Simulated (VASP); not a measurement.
## Sr: single point with PBE

Sr:

```xyz
1
Lattice="0.0000 3.0423 3.0423 3.0423 0.0000 3.0423 3.0423 3.0423 0.0000" Properties=species:S:1:pos:R:3 pbc="T T T"
Sr    0.0000    0.0000    0.0000
```

```yaml
Program: VASP 6.6.1
Task: single point
Functional: PBE
Potentials_or_basis: VASP PAW PBE potentials, release 64 (Sr_sv)
Cutoff: 520 eV
k_mesh: 16 × 16 × 16
Occupations: gaussian, width 0.15 eV
Spin: no spin polarisation
```

```json
{
 "Pressure": "-0.3 GPa",
 "Band gap on the k mesh": "zero (band 5 reaches 1.58 eV, above the bottom of band 6 at 1.51 eV)"
}
```

Levels at points of the mesh, in eV from the Fermi level:
| k point | band 3 | band 4 | band 5 | band 6 | band 7 | band 8 |
| --- | --- | --- | --- | --- | --- | --- |
| (0.00, 0.00, 0.00) | -18.55 | -18.55 | -3.60 | 2.32 | 2.32 | 2.32 |
| (0.50, 0.00, 0.00) | -18.58 | -18.58 | -1.10 | 0.04 | 2.17 | 2.17 |
| (0.50, 0.50, 0.00) | -18.62 | -18.62 | -0.61 | 0.37 | 1.01 | 4.77 |

Wall time 59 s on 1 thread of Intel(R) Xeon(R) Platinum 8488C (Sapphire Rapids), on a shared host, peak memory 0.23 GiB.
